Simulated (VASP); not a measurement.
# AlN (P6_3/mmc) in VASP: further runs

Runs on AlN. Level: PBEsol. Tasks: single point.

Everything below comes from runs of VASP 6.6.1. Logs are shortened: lines on timing, memory, paths and dates and some standing lists are left out, and cuts for length are marked.

### 1 The cell of the first run

The structure is hexagonal, space group P6_3/mmc (No. 194). Conventional cell: a = 3.341 Å, b = 3.341 Å, c = 4.264 Å, α = 90.00°, β = 90.00°, γ = 120.00°. Al (site symmetry -6m2) has 5 N at 1.93 to 2.13 Å within 2.6 Å. Within 2.6 Å of N (site symmetry -6m2) lie 5 Al at 1.93 to 2.13 Å.

### 2 Single point, PBEsol

Contents of INCAR:

```
PREC = Accurate ; ENCUT = 520
EDIFF = 1E-6 ; ISMEAR = 0
SIGMA = 0.05 ; LREAL = F
LASPH = T ; NELM = 100
ALGO = Normal ; ISIF = 2
LWAVE = F ; LCHARG = T
GGA = PS ; LELF = T
LVHAR = T ; NBANDS = 16
```

Contents of KPOINTS:

```
Automatic mesh
0
Gamma
  9 9 6
```

Contents of POSCAR:

```
AlN
1.0
    3.3411000000      0.0000000000      0.0000000000
   -1.6705500000      2.8934774766      0.0000000000
    0.0000000000      0.0000000000      4.2642000000
Al N
2 2
Direct
    0.3333333333      0.6666666667      0.7500000000
    0.6666666667      0.3333333333      0.2500000000
    0.3333333333      0.6666666667      0.2500000000
    0.6666666667      0.3333333333      0.7500000000
```

Potentials or basis: VASP PAW PBE potentials, release 64 (Al, N).

On the command line:

```sh
cat potpaw_PBE.64/Al/POTCAR potpaw_PBE.64/N/POTCAR > POTCAR
mpirun -np 1 vasp_std > vasp.out
```

OUTCAR:

```text
PREC = Accurate
   ENCUT = 520
   EDIFF = 1E-6
   ISMEAR = 0
   LREAL = F
   LASPH = T
   NELM = 100
   ISIF = 2
   GGA = PS

 ion  position               nearest neighbor table
   1  0.333  0.667  0.750-   4 1.93   4 1.93   4 1.93   3 2.13   3 2.13   2 2.88   2 2.88   2 2.88
                             2 2.88   2 2.88   2 2.88
   2  0.667  0.333  0.250-   3 1.93   3 1.93   3 1.93   4 2.13   4 2.13   1 2.88   1 2.88   1 2.88
                             1 2.88   1 2.88   1 2.88
   3  0.333  0.667  0.250-   2 1.93   2 1.93   2 1.93   1 2.13   1 2.13
   4  0.667  0.333  0.750-   1 1.93   1 1.93   1 1.93   2 2.13   2 2.13

  LATTYP: Found a hexagonal cell.
 ALAT       =     3.3411000000
 C/A-ratio  =     1.2762862530

  Lattice vectors:

 A1 = (   3.3411000000,   0.0000000000,   0.0000000000)
 A2 = (  -1.6705500000,   2.8934774766,   0.0000000000)
 A3 = (   0.0000000000,   0.0000000000,   4.2642000000)

Analysis of symmetry for initial positions (statically):
=====================================================================
 Subroutine PRICEL returns:
 Original cell was already a primitive cell.

 Routine SETGRP: Setting up the symmetry group for a
 hexagonal supercell.

 Subroutine GETGRP returns: Found 24 space group operations
 (whereof 12 operations were pure point group operations)
 out of a pool of 24 trial point group operations.

The static configuration has the point symmetry D_3d.
 The point group associated with its full space group is D_6h.

Analysis of symmetry for dynamics (positions and initial velocities):
=====================================================================
 Subroutine PRICEL returns:
 Original cell was already a primitive cell.

 Routine SETGRP: Setting up the symmetry group for a
 hexagonal supercell.

 Subroutine GETGRP returns: Found 24 space group operations
 (whereof 12 operations were pure point group operations)
 out of a pool of 24 trial point group operations.

The dynamic configuration has the point symmetry D_3d.
 The point group associated with its full space group is D_6h.

 Subroutine INISYM returns: Found 24 space group operations
 (whereof 12 operations are pure point group operations),
 and found     1 'primitive' translations

[... 98 lines left out ...]
   EDIFF  = 0.1E-05   stopping-criterion for ELM
   LREAL  =      F    real-space projection
   EDIFFG = 0.1E-04   stopping-criterion for IOM
   NSW    =      0    number of steps for IOM
   IBRION =     -1    ionic relax: 0-MD 1-quasi-New 2-CG
   NFREE  =      0    steps in history (QN), initial steepest desc. (CG)
   ISIF   =      2    stress and relaxation
   ISYM   =      2    0-nonsym 1-usesym 2-fastsym
   POTIM  = 0.5000    time-step for ionic-motion
   TEBEG  =    0.0;   TEEND  =   0.0 temperature during run
   PSTRESS=    0.0 pullay stress
   NELECT =      16.0000    total number of electrons
   NUPDOWN=      -1.0000    fix difference up-down
   EMIN   =  10.00;   EMAX   =-10.00  energy-range for DOS
   EFERMI =   0.00;   METHOD = LEGACY
   ISMEAR =     0;   SIGMA  =   0.05  broadening in eV -4-tet -1-fermi 0-gaus
   EFERMI_NEDOS =   21; number of points for ismear=-14 and -15
   IALGO  =     38    algorithm
   IMIX   =      4    mixing-type and parameters
     AMIX     =   0.40;   BMIX     =  1.00
     AMIX_MAG =   1.60;   BMIX_MAG =  1.00
  volume/ion in A,a.u.               =      10.31        69.55
  Fermi-wavevector in a.u.,A,eV,Ry     =   1.194169  2.256652 19.402445  1.426039
  Thomas-Fermi vector in A             =   2.330166
   LORBIT       =      0    0 simple, 1 ext, 2 COOP (PROOUT), +10 PAW based schemes
   GGA     = PS    functional components
   LHFCALC =     F    Hartree Fock is set to
   AEXX    =    0.0000 exact exchange contribution
   IVDW    =     0    specifies the selected vdW correction
   LEPSILON=     F    determine dielectric tensor
   LRPA    =     F    only Hartree local field effects (RPA)
 non-spin polarized calculation
 Gauss-broadening in eV      SIGMA  =   0.05
  energy-cutoff  :      520.00
  volume of cell :       41.22
 maximum number of plane-waves:      1134
 NGX is ok and might be reduce to    28
   NGX = 13   NGY = 13   NGZ = 15

 number of electron      15.9999998 magnetization

 Free energy of the ion-electron system (eV)
  ---------------------------------------------------
  ext. energy  EPLUGINS =         0.00000000
  ---------------------------------------------------
  free energy    TOTEN  =       -30.87569901 eV

  energy without entropy =      -30.87569901  energy(sigma->0) =      -30.87569901

 E-fermi :   7.7055     XC(G=0): -11.1972

 val. band max:        7.5020055606   @ k =   0.0000   0.0000   0.0000
 cond. band min:      10.3985526697   @ k =   0.0000   0.0000   0.0000
 fundamental gap:      2.8965471091
 Fermi energy:         7.7055482980

 k-point     1 :       0.0000    0.0000    0.0000
  band No.  band energies     occupation
      1      -9.0200      2.00000
      2      -5.5702      2.00000
      3       0.7464      2.00000
      4       4.3126      2.00000
      5       4.3126      2.00000
      6       5.8980      2.00000
[... 433 lines left out ...]
      3       1.1095      2.00000
      4       1.9942      2.00000
      5       1.9942      2.00000
      6       4.4565      2.00000
[... 8 lines left out ...]
     15      18.3625      0.00000
     16      19.9912      0.00000

 [... further k-points ...]

------------------------ aborting loop because EDIFF is reached ----------------------------------------

  FORCE on cell =-STRESS in cart. coord.  units (eV):
  Direction    XX          YY          ZZ          XY          YZ          ZX
  --------------------------------------------------------------------------------------
  -------------------------------------------------------------------------------------
  Total       -2.4939399     -2.4939399     -2.6860693      0.0000000      0.0000000      0.0000000
  in kB      -96.9280367    -96.9280367   -104.3952277      0.0000000      0.0000000      0.0000000
  external PRESSURE =     -99.4171003 kB  Pullay stress =       0.0000000 kB

 VOLUME and BASIS-vectors are now :
 -----------------------------------------------------------------------------
  energy-cutoff  :      520.00
  volume of cell :       41.22
      direct lattice vectors                 reciprocal lattice vectors
     3.341100000  0.000000000  0.000000000     0.299302625  0.172802451  0.000000000
    -1.670550000  2.893477477  0.000000000     0.000000000  0.345604902  0.000000000
     0.000000000  0.000000000  4.264200000     0.000000000  0.000000000  0.234510576

 POSITION                                       TOTAL-FORCE (eV/Angst)
 -----------------------------------------------------------------------------------
     -0.00000      1.92898      3.19815        -0.000000     -0.000000      0.000000
      1.67055      0.96449      1.06605         0.000000      0.000000      0.000000
     -0.00000      1.92898      1.06605        -0.000000      0.000000      0.000000
      1.67055      0.96449      3.19815         0.000000      0.000000      0.000000
 -----------------------------------------------------------------------------------
    total drift:                                0.000000     -0.000000      0.000000

  FREE ENERGIE OF THE ION-ELECTRON SYSTEM (eV)
  ---------------------------------------------------
  free  energy   TOTEN  =       -30.8756990058 eV

  energy  without entropy=      -30.8756990058  energy(sigma->0) =      -30.87569901
```

OSZICAR:

```text
N       E                     dE             d eps       ncg     rms          rms(c)
DAV:   1     0.390458410607E+02    0.39046E+02   -0.72833E+03  1544   0.899E+02
DAV:   2    -0.315124350548E+02   -0.70558E+02   -0.63592E+02  2336   0.180E+02
DAV:   3    -0.349394550291E+02   -0.34270E+01   -0.34102E+01  1832   0.411E+01
DAV:   4    -0.349608745067E+02   -0.21419E-01   -0.21418E-01  1896   0.369E+00
DAV:   5    -0.349611571420E+02   -0.28264E-03   -0.28263E-03  1832   0.426E-01    0.110E+01
DAV:   6    -0.309400930873E+02    0.40211E+01   -0.81584E+00  1976   0.211E+01    0.384E+00
DAV:   7    -0.309175223506E+02    0.22571E-01   -0.61019E-01  1680   0.536E+00    0.274E+00
DAV:   8    -0.308833072983E+02    0.34215E-01   -0.99418E-02  1680   0.258E+00    0.877E-01
DAV:   9    -0.308754092695E+02    0.78980E-02   -0.18130E-02  1936   0.105E+00    0.280E-01
DAV:  10    -0.308757936959E+02   -0.38443E-03   -0.21025E-03  1736   0.313E-01    0.178E-01
DAV:  11    -0.308757013925E+02    0.92303E-04   -0.12316E-04  1816   0.848E-02    0.439E-02
DAV:  12    -0.308756995711E+02    0.18213E-05   -0.62876E-06  1720   0.200E-02    0.903E-03
DAV:  13    -0.308756990058E+02    0.56533E-06   -0.27588E-06  1800   0.124E-02
   1 F= -.30875699E+02 E0= -.30875699E+02  d E =-.368716E-11
```

stdout:

```text
POSCAR found type information on POSCAR AlN
 POSCAR found :  2 types and       4 ions
 scaLAPACK will be used
 -----------------------------------------------------------------------------
|                                                                             |
|                                                                             |
|     You enforced a specific xc type in the INCAR file but a different       |
|     I HOPE YOU KNOW WHAT YOU ARE DOING!                                     |
|                                                                             |
 -----------------------------------------------------------------------------

 LDA part: xc-table for (Slater+PW92), standard interpolation
 POSCAR, INCAR and KPOINTS ok, starting setup
 FFT: planning ... GRIDC
 FFT: planning ... GRID_SOFT
 FFT: planning ... GRID
 WAVECAR not read
 entering main loop
```

Run time: 24 s. Hardware: 1 thread of Intel Xeon 6975P-C, shared host; peak memory 0.17 GiB.

What came out:

| Quantity | Value |
| --- | --- |
| Free energy | -30.8757 eV |
| Pressure | -9.9 GPa |
| Band gap on the k mesh | 2.90 eV, direct |

Levels at points of the mesh, in eV from the valence-band top:
| k point | band 5 | band 6 | band 7 | band 8 | band 9 | band 10 | band 11 | band 12 |
| --- | --- | --- | --- | --- | --- | --- | --- | --- |
| (0.00, 0.00, 0.00) | -3.19 | -1.60 | -1.60 | 0.00 | 2.90 | 4.06 | 7.97 | 7.97 |
| (0.00, 0.00, 0.50) | -2.43 | -2.43 | -2.43 | -2.43 | 5.32 | 5.32 | 8.18 | 8.18 |

Caveat: the PAW data sets were made with another functional, which shifts forces and pressure a little. PBEsol gaps usually lie below the measured ones, often by a third to a half.

### 3 Single point, PBEsol

This run uses another cell than the first one, of 9.31 Å³/atom, 0.903 times its volume.

Contents of INCAR:

```
PREC = Accurate
ENCUT = 520
EDIFF = 1E-6
ISMEAR = 0
SIGMA = 0.05
LREAL = False
LASPH = True
NELM = 80
ALGO = Normal
ISIF = 2
LWAVE = False
LCHARG = False
GGA = PS
NBANDS = 16
```

Contents of KPOINTS:

```
regular mesh
0
Gamma
  9 9 6
```

Contents of POSCAR:

```
AlN
1.0
    3.2222000000      0.0000000000      0.0000000000
   -1.6111000000      2.7905070561      0.0000000000
    0.0000000000      0.0000000000      4.1400037194
Al N
2 2
Direct
    0.3333333333      0.6666666667      0.7500000000
    0.6666666667      0.3333333333      0.2500000000
    0.3333333333      0.6666666667      0.2500000000
    0.6666666667      0.3333333333      0.7500000000
```

Potentials or basis: VASP PAW PBE potentials, release 64 (Al, N).

On the command line:

```sh
cat potpaw_PBE.64/Al/POTCAR potpaw_PBE.64/N/POTCAR > POTCAR
mpirun -np 1 vasp_std > vasp.out
```

It took 36 s on 1 thread of AMD EPYC 7R13, shared host; peak memory 0.13 GiB.

The run converged. Its results:

```
Free energy            : -30.8608 eV
Pressure               : 12.5 GPa
Band gap on the k mesh : 3.65 eV, direct
```

Stress tensor (GPa, compression positive):
```
15.32  0.00  0.00
 0.00 15.32  0.00
 0.00  0.00  6.82
```

Levels at points of the mesh, in eV from the valence-band top:
| k point | band 6 | band 7 | band 8 | band 9 | band 10 | band 11 |
| --- | --- | --- | --- | --- | --- | --- |
| (0.00, 0.00, 0.00) | -1.84 | -1.84 | 0.00 | 3.65 | 4.90 | 8.54 |
| (0.00, 0.00, 0.50) | -2.70 | -2.70 | -2.70 | 5.95 | 5.95 | 8.70 |

Caveat: the PAW data sets were made with another functional, which shifts forces and pressure a little.

### 4 Single point, PBEsol

This run uses another cell than the first one, of 9.35 Å³/atom, 0.907 times its volume.

INCAR: that of step 3 with these lines changed.

```diff
@@ -7,3 +7,3 @@
 LASPH = True
-NELM = 80
+NELM = 60
 ALGO = Normal
```

KPOINTS is that of step 3.

Contents of POSCAR:

```
AlN
1.0
    3.2618000000      0.0000000000      0.0000000000
   -1.6309000000      2.8248016620      0.0000000000
    0.0000000000      0.0000000000      4.0572000000
Al N
2 2
Direct
    0.3333333333      0.6666666667      0.7500000000
    0.6666666667      0.3333333333      0.2500000000
    0.3333333333      0.6666666667      0.2500000000
    0.6666666667      0.3333333333      0.7500000000
```

On the command line:

```sh
cat potpaw_PBE.64/Al/POTCAR potpaw_PBE.64/N/POTCAR > POTCAR
mpirun -np 1 vasp_std > vasp.out
```

It took 35 s on 1 thread of AMD EPYC 7R13, shared host; peak memory 0.12 GiB.

Results (log left out):

```
Free energy            : -30.8921 eV
Pressure               : 10.3 GPa
Band gap on the k mesh : 3.68 eV, direct
```

Stress tensor (GPa, compression positive):
```
10.13  0.00  0.00
 0.00 10.13  0.00
 0.00  0.00 10.65
```

Levels at points of the mesh, in eV from the valence-band top:
| k point | band 6 | band 7 | band 8 | band 9 | band 10 | band 11 |
| --- | --- | --- | --- | --- | --- | --- |
| (0.00, 0.00, 0.00) | -1.65 | -1.65 | 0.00 | 3.68 | 4.85 | 8.44 |
| (0.00, 0.00, 0.50) | -2.60 | -2.60 | -2.60 | 5.99 | 5.99 | 8.56 |

Caveat: the PAW data sets were made with another functional, which shifts forces and pressure a little. A k mesh can miss the band edges.

### 5 Overview

| cell | gap on the mesh (eV) | pressure (GPa) |
| --- | --- | --- |
| a = 3.341, b = 3.341, c = 4.264 Å, angles 90.0, 90.0, 120.0°, 4 atoms | 2.90 | -9.9 |
| a = 3.222, b = 3.222, c = 4.140 Å, angles 90.0, 90.0, 120.0°, 4 atoms | 3.65 | 12.5 |
| a = 3.262, b = 3.262, c = 4.057 Å, angles 90.0, 90.0, 120.0°, 4 atoms | 3.68 | 10.3 |

Alike in all rows: task single point; level PBEsol; potentials or basis VASP PAW PBE potentials, release 64 (Al, N); no spin polarisation; k mesh 9 × 9 × 6; cutoff (eV) 520; smearing gaussian 0.05 eV.

Caveats: the PAW data sets were made with another functional, which shifts forces and pressure a little.

Total energies depend on the potentials used, so only differences within one code and one set of settings carry meaning.
